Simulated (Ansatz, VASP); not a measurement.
Ni in VASP and in Ansatz

```
Ni
1.0
     0.00000    1.76795    1.75027
     1.76795    0.00000    1.75027
     1.76795    1.76795    0.00000
Ni
1
Cartesian
  0.0000 0.0000 0.0000
```

Change from the starting cell: zz strain of -1 %, crystal datasets.

Alike in both runs: task electric field gradients; functional LDA; k mesh 20 × 20 × 20; occupations fermi-dirac, width 0.05 eV; collinear spin.

```csv
,VASP,Ansatz
version,VASP 6.6.1,Ansatz 0.2.0
potentials or method,"VASP PAW LDA potentials, release 64 (Ni), cutoff 520 eV","all-electron PAW with datasets made for the crystal, scalar-relativistic"
```

Ansatz gave:

```
pressure (GPa)                                                : -17.9
traceless stress, the component that is largest in VASP (GPa) : 0.74
net moment per atom (μB)                                      : 0.62
size of the moment on the site where the two differ most (μB) : 0.65
size of Vzz on the site where it differs most (V/Å²)          : 0.5
```

Task: Estimate VASP's values.

Result: Pressure (GPa): -17.7; traceless stress, the component that is largest in VASP (GPa): 0.73; net moment per atom (μB): 0.61; size of the moment on the site where the two differ most (μB): 0.61; size of Vzz on the site where it differs most (V/Å²): 0.7.

LDA's correlation is that of Perdew and Zunger in VASP and of Perdew and Wang (1992) in Ansatz. Site moments also hang on the region over which each program counts them. Ansatz ran all-electron here, and VASP with PAW potentials. Ansatz's warnings: printed levels off.
